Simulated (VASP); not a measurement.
# Ge (R-3m) in VASP: a series of runs

The runs below take Ge through single point, with LDA.

Program: VASP 6.6.1. These are calculated values, not measurements. Logs are shortened: lines on timing, memory, paths and dates and some standing lists are left out, and cuts for length are marked.

**1. The cell of the first run**

The structure is trigonal, space group R-3m (No. 166). The conventional cell has a = 3.972 Å, b = 3.972 Å, c = 9.796 Å, α = 90.00°, β = 90.00°, γ = 120.00°. Within 3.2 Å of Ge (site symmetry 3m) lie 4 Ge at 2.44 Å.

**2. Single point, LDA**

The input, INCAR:

```
SYSTEM = Ge
  ALGO = Normal
  EDIFF = 1E-6
  ENCUT = 520
  ISIF = 2
  ISMEAR = 0
  LASPH = .TRUE.
  LCHARG = .FALSE.
  LREAL = .FALSE.
  LWAVE = .FALSE.
  NBANDS = 21
  NELM = 80
  PREC = Accurate
  SIGMA = 0.05
```

The input, KPOINTS:

```
k-points
0
G
  12 12 12
  0 0 0
```

The input, POSCAR:

```
Ge
1.0
    0.0129126518      2.8213001518      2.8213001518
    2.8213001518      0.0129126518      2.8213001518
    2.8213001518      2.8213001518      0.0129126518
Ge
2
Direct
    0.0002758747      0.0002758747      0.0002758747
    0.2497241253      0.2497241253      0.2497241253
```

Potentials or basis: VASP PAW LDA potentials, release 64 (Ge_d).

Launch:

```bash
$ cat potpaw_LDA.64/Ge_d/POTCAR > POTCAR
$ mpirun -np 1 vasp_std > vasp.out
```

OUTCAR:

```text
SYSTEM = Ge
   EDIFF = 1E-6
   ENCUT = 520
   ISIF = 2
   ISMEAR = 0
   LASPH = .TRUE.
   LREAL = .FALSE.
   NELM = 80
   PREC = Accurate

 ion  position               nearest neighbor table
   1  0.000  0.000  0.000-   2 2.44   2 2.44   2 2.44   2 2.44
   2  0.250  0.250  0.250-   1 2.44   1 2.44   1 2.44   1 2.44

  LATTYP: Found a trigonal (rhomboedric) cell.
 ALAT       =     3.9899418329
 COS(alpha) =     0.5045715596

  Lattice vectors:

 A1 = (   0.0129126518,   2.8213001518,   2.8213001518)
 A2 = (   2.8213001518,   0.0129126518,   2.8213001518)
 A3 = (   2.8213001518,   2.8213001518,   0.0129126518)

Analysis of symmetry for initial positions (statically):
=====================================================================
 Subroutine PRICEL returns:
 Original cell was already a primitive cell.

 Routine SETGRP: Setting up the symmetry group for a
 trigonal (rhombohedral) supercell.

 Subroutine GETGRP returns: Found 12 space group operations
 (whereof  6 operations were pure point group operations)
 out of a pool of 12 trial point group operations.

The static configuration has the point symmetry C_3v.
 The point group associated with its full space group is D_3d.

Analysis of symmetry for dynamics (positions and initial velocities):
=====================================================================
 Subroutine PRICEL returns:
 Original cell was already a primitive cell.

 Routine SETGRP: Setting up the symmetry group for a
 trigonal (rhombohedral) supercell.

 Subroutine GETGRP returns: Found 12 space group operations
 (whereof  6 operations were pure point group operations)
 out of a pool of 12 trial point group operations.

The dynamic configuration has the point symmetry C_3v.
 The point group associated with its full space group is D_3d.

 Subroutine INISYM returns: Found 12 space group operations
 (whereof  6 operations are pure point group operations),
 and found     1 'primitive' translations

----------------------------------------------------------------------------------------

                                     Primitive cell

  volume of cell :      44.6053

  direct lattice vectors                    reciprocal lattice vectors
     0.012912652  2.821300152  2.821300152    -0.178444605  0.177631613  0.177631613
     2.821300152  0.012912652  2.821300152     0.177631613 -0.178444605  0.177631613
     2.821300152  2.821300152  0.012912652     0.177631613  0.177631613 -0.178444605

  length of vectors
     3.989941833  3.989941833  3.989941833     0.308137075  0.308137075  0.308137075

  position of ions in fractional coordinates (direct lattice)
     0.000275875  0.000275875  0.000275875
     0.249724125  0.249724125  0.249724125

  ion indices of the primitive-cell ions
   primitive index   ion index
                 1           1
                 2           2

----------------------------------------------------------------------------------------

 KPOINTS: k-points

Automatic generation of k-mesh.
 Grid dimensions read from file:
 generate k-points for:   12   12   12

 Generating k-lattice:

  Cartesian coordinates                     Fractional coordinates (reciprocal lattice)
    -0.014870384  0.014802634  0.014802634     0.083333333 -0.000000000 -0.000000000
     0.014802634 -0.014870384  0.014802634    -0.000000000  0.083333333 -0.000000000
     0.014802634  0.014802634 -0.014870384    -0.000000000 -0.000000000  0.083333333

  Length of vectors
     0.025678090  0.025678090  0.025678090

  Shift w.r.t. Gamma in fractional coordinates (k-lattice)
     0.000000000  0.000000000  0.000000000

 Subroutine IBZKPT returns following result:
 ===========================================

 Found    189 irreducible k-points:

 Following reciprocal coordinates:
            Coordinates               Weight
  0.000000  0.000000  0.000000      1.000000
  0.083333  0.000000  0.000000      6.000000
  0.166667  0.000000  0.000000      6.000000
  0.250000  0.000000 -0.000000      6.000000
  0.333333  0.000000  0.000000      6.000000
  0.416667  0.000000  0.000000      6.000000
[... 16 lines left out ...]
  0.500000  0.166667  0.000000     12.000000
 -0.416667  0.166667 -0.000000     12.000000
 [... further k-points ...]
   k-points           NKPTS =    189   k-points in BZ     NKDIM =    189   number of bands    NBANDS=     21
   number of dos      NEDOS =    301   number of ions     NIONS =      2
   total plane-waves  NPLWV =  27000
   dimension x,y,z NGX =    30 NGY =   30 NGZ =   30
   dimension x,y,z NGXF=    60 NGYF=   60 NGZF=   60
   ions per type =               2
   NGX,Y,Z   is equivalent  to a cutoff of  12.50, 12.50, 12.50 a.u.
   NGXF,Y,Z  is equivalent  to a cutoff of  25.00, 25.00, 25.00 a.u.
 SYSTEM =  Ge
   PREC   = accura    normal or accurate (medium, high low for compatibility)
   ISTART =      0    job   : 0-new  1-cont  2-samecut
   ICHARG =      2    charge: 1-file 2-atom 10-const
   ISPIN  =      1    spin polarized calculation?
   LNONCOLLINEAR =      F non collinear calculations
   LSORBIT =      F    spin-orbit coupling
   LASPH  =      T    aspherical Exc in radial PAW
   ENCUT  =  520.0 eV  38.22 Ry    6.18 a.u.   7.42  7.42  7.42*2*pi/ulx,y,z
   NELM   =     80;   NELMIN=  2; NELMDL= -5     # of ELM steps
   EDIFF  = 0.1E-05   stopping-criterion for ELM
   LREAL  =      F    real-space projection
   EDIFFG = 0.1E-04   stopping-criterion for IOM
   NSW    =      0    number of steps for IOM
   IBRION =     -1    ionic relax: 0-MD 1-quasi-New 2-CG
   NFREE  =      0    steps in history (QN), initial steepest desc. (CG)
   ISIF   =      2    stress and relaxation
   ISYM   =      2    0-nonsym 1-usesym 2-fastsym
   POTIM  = 0.5000    time-step for ionic-motion
   TEBEG  =    0.0;   TEEND  =   0.0 temperature during run
   PSTRESS=    0.0 pullay stress
   NELECT =      28.0000    total number of electrons
   NUPDOWN=      -1.0000    fix difference up-down
   EMIN   =  10.00;   EMAX   =-10.00  energy-range for DOS
   EFERMI =   0.00;   METHOD = LEGACY
   ISMEAR =     0;   SIGMA  =   0.05  broadening in eV -4-tet -1-fermi 0-gaus
   EFERMI_NEDOS =   21; number of points for ismear=-14 and -15
   IALGO  =     38    algorithm
   IMIX   =      4    mixing-type and parameters
     AMIX     =   0.40;   BMIX     =  1.00
     AMIX_MAG =   1.60;   BMIX_MAG =  1.00
  volume/ion in A,a.u.               =      22.30       150.51
  Fermi-wavevector in a.u.,A,eV,Ry     =   1.401734  2.648892 26.733504  1.964857
  Thomas-Fermi vector in A             =   2.524565
   LORBIT       =      0    0 simple, 1 ext, 2 COOP (PROOUT), +10 PAW based schemes
   GGA     = CA    functional components
   LHFCALC =     F    Hartree Fock is set to
   AEXX    =    0.0000 exact exchange contribution
   IVDW    =     0    specifies the selected vdW correction
   LEPSILON=     F    determine dielectric tensor
   LRPA    =     F    only Hartree local field effects (RPA)
 non-spin polarized calculation
 Gauss-broadening in eV      SIGMA  =   0.05
  energy-cutoff  :      520.00
  volume of cell :       44.61
 maximum number of plane-waves:      1243
 NGX is ok and might be reduce to    30
   NGX = 15   NGY = 15   NGZ = 15

 number of electron      28.0000030 magnetization

 Free energy of the ion-electron system (eV)
  ---------------------------------------------------
  ext. energy  EPLUGINS =         0.00000000
  ---------------------------------------------------
  free energy    TOTEN  =       -10.39048617 eV

  energy without entropy =      -10.39043020  energy(sigma->0) =      -10.39045818

 E-fermi :   4.8942     XC(G=0): -10.3591

 val. band max:        4.8893093310   @ k =   0.0000   0.0000   0.0000
 cond. band min:       4.9586501990   @ k =   0.5000   0.0000  -0.0000
 fundamental gap:      0.0693408680
 Fermi energy:         4.8942359540

 k-point     1 :       0.0000    0.0000    0.0000
  band No.  band energies     occupation
      1     -20.0926      2.00000
      2     -20.0926      2.00000
      3     -20.0870      2.00000
      4     -20.0528      2.00000
      5     -20.0528      2.00000
      6     -19.8382      2.00000
[... 13 lines left out ...]
     20      14.4617      0.00000
     21      14.4617      0.00000

 k-point     2 :       0.0833    0.0000    0.0000
  band No.  band energies     occupation
      1     -20.0968      2.00000
      2     -20.0934      2.00000
      3     -20.0897      2.00000
      4     -20.0468      2.00000
      5     -20.0465      2.00000
      6     -19.8436      2.00000
[... 13 lines left out ...]
     20      13.8208      0.00000
     21      13.8438      0.00000

 k-point     3 :       0.1667    0.0000    0.0000
  band No.  band energies     occupation
      1     -20.1044      2.00000
      2     -20.1008      2.00000
      3     -20.0870      2.00000
      4     -20.0347      2.00000
      5     -20.0343      2.00000
      6     -19.8531      2.00000
[... 13 lines left out ...]
     20      13.2219      0.00000
     21      13.2708      0.00000

 k-point     4 :       0.2500    0.0000   -0.0000
  band No.  band energies     occupation
      1     -20.1106      2.00000
      2     -20.1075      2.00000
      3     -20.0823      2.00000
      4     -20.0229      2.00000
      5     -20.0227      2.00000
      6     -19.8612      2.00000
[... 13 lines left out ...]
     20      13.1847      0.00000
     21      13.2634      0.00000

 k-point     5 :       0.3333    0.0000    0.0000
  band No.  band energies     occupation
      1     -20.1144      2.00000
      2     -20.1116      2.00000
      3     -20.0775      2.00000
      4     -20.0151      2.00000
      5     -20.0139      2.00000
      6     -19.8668      2.00000
[... 13 lines left out ...]
     20      13.8277      0.00000
     21      13.9320      0.00000
[... 382 lines left out ...]
     20      14.5289      0.00000
     21      15.2091      0.00000

 k-point    22 :       0.4167    0.1667    0.0000
  band No.  band energies     occupation
      1     -20.1298      2.00000
      2     -20.1146      2.00000
      3     -20.0665      2.00000
      4     -20.0045      2.00000
      5     -19.9821      2.00000
      6     -19.9155      2.00000
[... 13 lines left out ...]
     20      15.0823      0.00000
     21      16.0850      0.00000

 k-point    23 :       0.5000    0.1667    0.0000
  band No.  band energies     occupation
      1     -20.1336      2.00000
      2     -20.1184      2.00000
      3     -20.0552      2.00000
      4     -19.9954      2.00000
      5     -19.9855      2.00000
      6     -19.9083      2.00000
[... 13 lines left out ...]
     20      15.8381      0.00000
     21      16.1558      0.00000

 k-point    24 :      -0.4167    0.1667   -0.0000
  band No.  band energies     occupation
      1     -20.1336      2.00000
      2     -20.1210      2.00000
      3     -20.0493      2.00000
      4     -19.9952      2.00000
      5     -19.9885      2.00000
      6     -19.8940      2.00000
[... 13 lines left out ...]
     20      14.5652      0.00000
     21      15.1840      0.00000

 [... further k-points ...]
[... 5 lines left out ...]
  --------------------------------------------------------------------------------------
  -------------------------------------------------------------------------------------
  Total       -0.0304736     -0.0304736     -0.0304736     -0.0832273     -0.0832273     -0.0832273
  in kB       -1.0945819     -1.0945819     -1.0945819     -2.9894416     -2.9894416     -2.9894416
  external PRESSURE =      -1.0945819 kB  Pullay stress =       0.0000000 kB

 VOLUME and BASIS-vectors are now :
 -----------------------------------------------------------------------------
  energy-cutoff  :      520.00
  volume of cell :       44.61
      direct lattice vectors                 reciprocal lattice vectors
     0.012912652  2.821300152  2.821300152    -0.178444605  0.177631613  0.177631613
     2.821300152  0.012912652  2.821300152     0.177631613 -0.178444605  0.177631613
     2.821300152  2.821300152  0.012912652     0.177631613  0.177631613 -0.178444605

 POSITION                                       TOTAL-FORCE (eV/Angst)
 -----------------------------------------------------------------------------------
      0.00156      0.00156      0.00156         0.003734      0.003734      0.003734
      1.41232      1.41232      1.41232        -0.003734     -0.003734     -0.003734
 -----------------------------------------------------------------------------------
    total drift:                               -0.000000     -0.000000      0.000000

  FREE ENERGIE OF THE ION-ELECTRON SYSTEM (eV)
  ---------------------------------------------------
  free  energy   TOTEN  =       -10.3904861669 eV

  energy  without entropy=      -10.3904302024  energy(sigma->0) =      -10.39045818
```

Run time: 97 s. Hardware: 1 thread of Intel Xeon Platinum 8488C (Sapphire Rapids), shared host; peak memory 0.25 GiB.

Results:

```yaml
Free_energy: -10.3905 eV
Pressure: -0.1 GPa
Largest_force: 0.006 eV/Å
Band_gap_on_the_k_mesh: zero (filled and empty bands touch)
```

Forces on the atoms (eV/Å):
```
Ge   0.004  0.004  0.004
Ge  -0.004 -0.004 -0.004
```

**3. Single point, LDA**

This run uses another cell than the first one, of 22.67 Å³/atom, 1.016 times its volume.

The input, INCAR:

```
PREC = Accurate
ENCUT = 520
EDIFF = 1E-7
ISMEAR = 0
SIGMA = 0.05
LREAL = False
LASPH = True
NELM = 60
ALGO = Normal
ISIF = 2
LWAVE = False
LCHARG = False
GGA = CA
NBANDS = 21
```

The input, KPOINTS:

```
Automatic mesh
0
Gamma
  12 12 12
```

The input, POSCAR:

```
Ge
1.0
   -0.0129126518      2.8236998482      2.8236998482
    2.8236998482     -0.0129126518      2.8236998482
    2.8236998482      2.8236998482     -0.0129126518
Ge
2
Direct
   -0.0002808244     -0.0002808244     -0.0002808244
    0.2502808244      0.2502808244      0.2502808244
```

Potentials or basis: VASP PAW LDA potentials, release 64 (Ge_d).

Launch:

```bash
$ cat potpaw_LDA.64/Ge_d/POTCAR > POTCAR
$ mpirun -np 1 vasp_std > vasp.out
```

OUTCAR:

```text
PREC = Accurate
   ENCUT = 520
   EDIFF = 1E-7
   ISMEAR = 0
   LREAL = False
   LASPH = True
   NELM = 60
   ISIF = 2
   GGA = CA

 ion  position               nearest neighbor table
   1  1.000  1.000  1.000-   2 2.45   2 2.45   2 2.45   2 2.45
   2  0.250  0.250  0.250-   1 2.45   1 2.45   1 2.45   1 2.45

  LATTYP: Found a trigonal (rhomboedric) cell.
 ALAT       =     3.9933354983
 COS(alpha) =     0.4954218651

  Lattice vectors:

 A1 = (  -0.0129126518,   2.8236998482,   2.8236998482)
 A2 = (   2.8236998482,  -0.0129126518,   2.8236998482)
 A3 = (   2.8236998482,   2.8236998482,  -0.0129126518)

Analysis of symmetry for initial positions (statically):
=====================================================================
 Subroutine PRICEL returns:
 Original cell was already a primitive cell.

 Routine SETGRP: Setting up the symmetry group for a
 trigonal (rhombohedral) supercell.

 Subroutine GETGRP returns: Found 12 space group operations
 (whereof  6 operations were pure point group operations)
 out of a pool of 12 trial point group operations.

[... 154 lines left out ...]

 number of electron      28.0000020 magnetization

 Free energy of the ion-electron system (eV)
  ---------------------------------------------------
  ext. energy  EPLUGINS =         0.00000000
  ---------------------------------------------------
  free energy    TOTEN  =       -10.38735266 eV

  energy without entropy =      -10.38728705  energy(sigma->0) =      -10.38731986

 E-fermi :   4.7042     XC(G=0): -10.2823

 val. band max:        4.7034369439   @ k =   0.5000   0.5000   0.5000
 cond. band min:       4.7461313177   @ k =   0.0000   0.0000   0.0000
 fundamental gap:      0.0426943738
 Fermi energy:         4.7042377240

 k-point     1 :       0.0000    0.0000    0.0000
  band No.  band energies     occupation
      1     -20.2304      2.00000
      2     -20.2252      2.00000
      3     -20.2252      2.00000
      4     -20.1903      2.00000
      5     -20.1903      2.00000
      6     -19.9824      2.00000
[... 565 lines left out ...]
     20      14.3957      0.00000
     21      14.9227      0.00000

 [... further k-points ...]
[... 5 lines left out ...]
  --------------------------------------------------------------------------------------
  -------------------------------------------------------------------------------------
  Total       -0.3674911     -0.3674911     -0.3674911      0.0776508      0.0776508      0.0776508
  in kB      -12.9868261    -12.9868261    -12.9868261      2.7441155      2.7441155      2.7441155
  external PRESSURE =     -12.9868261 kB  Pullay stress =       0.0000000 kB

 VOLUME and BASIS-vectors are now :
 -----------------------------------------------------------------------------
  energy-cutoff  :      520.00
  volume of cell :       45.34
      direct lattice vectors                 reciprocal lattice vectors
    -0.012912652  2.823699848  2.823699848    -0.175862632  0.176670539  0.176670539
     2.823699848 -0.012912652  2.823699848     0.176670539 -0.175862632  0.176670539
     2.823699848  2.823699848 -0.012912652     0.176670539  0.176670539 -0.175862632

 POSITION                                       TOTAL-FORCE (eV/Angst)
 -----------------------------------------------------------------------------------
      5.63290      5.63290      5.63290        -0.003866     -0.003866     -0.003866
      1.41020      1.41020      1.41020         0.003866      0.003866      0.003866
 -----------------------------------------------------------------------------------
    total drift:                               -0.000000     -0.000000      0.000000

  FREE ENERGIE OF THE ION-ELECTRON SYSTEM (eV)
  ---------------------------------------------------
  free  energy   TOTEN  =       -10.3873526646 eV

  energy  without entropy=      -10.3872870475  energy(sigma->0) =      -10.38731986
```

stdout:

```text
POSCAR found type information on POSCAR Ge
 POSCAR found :  1 types and       2 ions
 scaLAPACK will be used
 LDA part: xc-table for (Slater(with rela. corr.)+CA(PZ))
 , standard interpolation
 POSCAR, INCAR and KPOINTS ok, starting setup
 FFT: planning ... GRIDC
 FFT: planning ... GRID_SOFT
 FFT: planning ... GRID
 WAVECAR not read
 entering main loop
```

Wall time 1.9 min (1 thread of Intel Xeon Platinum 8488C (Sapphire Rapids), shared host); peak memory 0.25 GiB.

What came out:

| Quantity | Value |
| --- | --- |
| Free energy | -10.3874 eV |
| Pressure | -1.3 GPa |
| Largest force | 0.007 eV/Å |

Forces in eV/Å, atoms in the order of the input:
```
Ge  -0.004 -0.004 -0.004
Ge   0.004  0.004  0.004
```

Levels at points of the mesh, in eV from the Fermi level:
```
           k point  band 12  band 13  band 14  band 15  band 16  band 17
(0.00, 0.00, 0.00)    -0.15    -0.01    -0.01     0.04     2.51     2.51
(0.50, 0.00, 0.00)    -7.62    -1.40    -1.37     0.09     3.72     3.75
(0.50, 0.50, 0.00)    -8.90    -3.09    -3.04     0.64     0.71     9.39
(0.50, 0.50, 0.50)    -7.62    -1.43    -1.43     0.00     3.69     3.69
```
